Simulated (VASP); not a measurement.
A run of VASP 6.6.1:

The input INCAR:

```
SYSTEM = C
PREC     = Accurate       ! precision mode
ENCUT    = 520            ! plane-wave cutoff, eV
EDIFF    = 1E-6           ! SCF threshold, eV
ISMEAR   = 0              ! smearing method
SIGMA    = 0.15           ! smearing width, eV
LREAL    = .FALSE.        ! projectors in reciprocal space
LASPH    = .TRUE.         ! aspherical terms in the spheres
NELM     = 80             ! most SCF steps
ALGO     = Normal         ! electronic algorithm
ISIF     = 2              ! what is computed and relaxed
LWAVE    = .FALSE.        ! write WAVECAR
LCHARG   = .FALSE.        ! write CHGCAR
GGA      = PE             ! functional
NBANDS   = 16             ! bands
```

KPOINTS

```
Automatic mesh
0
G
  18 18 6
  0 0 0
```

POSCAR

```
C
1.0
    1.2332770792     -2.1360444277      0.0000000000
    1.2332770792      2.1360444277      0.0000000000
    0.0000000000      0.0000000000      8.7070252276
C
4
Direct
    0.1632936808      0.8367063192      0.7012644676
    0.5033719135      0.4966280865      0.2987351070
    0.8367063192      0.1632936808      0.2987355324
    0.4966280865      0.5033719135      0.7012648930
```

Potentials or basis: VASP PAW PBE potentials, release 64 (C).

Run with:

```sh
$ cat potpaw_PBE.64/C/POTCAR > POTCAR
$ mpirun -np 1 vasp_std > vasp.out
```

Hardware: 1 thread of Intel(R) Xeon(R) 6975P-C (Granite Rapids), with other jobs on the host.

Task: How long does it take, and how much memory?

Result: Run time: 2.1 min on 1 thread of Intel(R) Xeon(R) 6975P-C (Granite Rapids), on a shared host, peak memory 0.37 GiB. Counts: scf iterations 13, k points 524.
